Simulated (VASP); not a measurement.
Input of a VASP 6.6.1 run:

Contents of INCAR:

```
SYSTEM = AlGa3N4
  ALGO = Normal
  EDIFF = 1E-6
  ENCUT = 520
  ISIF = 2
  ISMEAR = 0
  LASPH = .True.
  LCHARG = .False.
  LREAL = .False.
  LWAVE = .False.
  NBANDS = 41
  NELM = 60
  PREC = Accurate
  SIGMA = 0.05
```

File KPOINTS:

```
k-points
0
Gamma
  6 6 6
  0 0 0
```

File POSCAR:

```
AlGa3N4
1.0
    4.6145014106      0.2878655087      0.2878655087
    0.2878655087      4.6145014106      0.2878655087
    0.2878655087      0.2878655087      4.6145014106
Al Ga N
1 3 4
Direct
    0.0000000000      0.0000000000      0.0000000000
    0.5000000000      0.5000000000      0.0000000000
    0.5000000000      0.0000000000      0.5000000000
    0.0000000000      0.5000000000      0.5000000000
    0.7548078379      0.7548078379      0.2451921621
    0.7548078379      0.2451921621      0.7548078379
    0.2451921621      0.7548078379      0.7548078379
    0.2451921621      0.2451921621      0.2451921621
```

Potentials or basis: VASP PAW LDA potentials, release 64 (Al, Ga_d, N).

Launch:

```bash
$ cat potpaw_LDA.64/Al/POTCAR potpaw_LDA.64/Ga_d/POTCAR potpaw_LDA.64/N/POTCAR > POTCAR
$ mpirun -np 1 vasp_std > vasp.out
```

Question: What does it give for the band gap on the k mesh?

Answer: 0.66 eV, direct.

Question: What does it give for the largest force?

Answer: 0.222 eV/Å.

Question: Estimate the pressure.

Answer: -10.8 GPa.

Forces in eV/Å, atoms in the order of the input:
```
Al  -0.064 -0.064 -0.064
Ga  -0.097 -0.097 -0.099
Ga  -0.097 -0.099 -0.097
Ga  -0.099 -0.097 -0.097
N    0.129  0.129  0.126
N    0.129  0.126  0.129
N    0.126  0.129  0.129
N   -0.028 -0.028 -0.028
```
